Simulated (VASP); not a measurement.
A run of VASP 6.6.1 is set up as follows.

Contents of INCAR:

```
SYSTEM = Nb
PREC = Accurate
ENCUT = 520
EDIFF = 1E-6
ISMEAR = 0
SIGMA = 0.1
LREAL = .FALSE.
LASPH = .TRUE.
NELM = 60
ALGO = Normal
ISIF = 2
LWAVE = .FALSE.
LCHARG = .FALSE.
GGA = PE
NBANDS = 12
```

KPOINTS

```
regular mesh
0
G
  18 18 18
  0 0 0
```

The input POSCAR:

```
Nb
1.0
   -1.6043219711      1.6043219711      1.6043219711
    1.6043219711     -1.6043219711      1.6043219711
    1.6043219711      1.6043219711     -1.6043219711
Nb
1
Direct
    0.0000000000      0.0000000000      0.0000000000
```

Potentials or basis: VASP PAW PBE potentials, release 64 (Nb_sv).

Command:

```console
$ cat potpaw_PBE.64/Nb_sv/POTCAR > POTCAR
$ mpirun -np 1 vasp_std > vasp.out
```

**Question.** What does it give for the pressure?

**Answer.** 18.4 GPa.

**Question.** Estimate the band gap on the k mesh.

**Answer.** Zero (an odd number of electrons rules out a gap without spin polarisation).

Caveat: the cell stands under pressure.
